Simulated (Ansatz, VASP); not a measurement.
## Two plane-wave programs on GaCo

```
Co Ga
1.0
     2.91268    0.00000    0.00000
     0.00000    2.91268    0.00000
     0.00000    0.00000    2.91268
Co Ga
1 1
Direct
  0.00000 0.00000 0.00000
  0.50000 0.50000 0.50000
```

Alike in both runs: task single point; functional PBE; k mesh 6 × 6 × 6; no spin polarisation; Hubbard terms Co d U = 6.0 eV.

|  | VASP | Ansatz |
| --- | --- | --- |
| version | VASP 6.6.1 | Ansatz 0.2.0 |
| potentials or method | VASP PAW PBE potentials, release 64 (Co, Ga_d), cutoff 520 eV | PAW plane waves |
| occupations | methfessel-paxton of order 1, width 0.1834 eV | cold, width 0.1834 eV |
| valence electrons in the cell | 22 | 30 |

Ansatz gave:

- gap on the k mesh at the Fermi level (eV): none
- pressure (GPa): -8.2

Q: Which values does VASP return?

A: gap on the k mesh at the Fermi level (eV): none; pressure (GPa): -11.0.

The programs project onto different local orbitals, so the same U acts differently, and such runs can settle in different states. A gap of «none» marks a metal or a gap that the smearing closes. VASP's potentials hold 22 valence electrons a cell and Ansatz's 30, so a difference there can come from the potentials and not from the codes. Ansatz's warnings: filled band counts differ across k points.
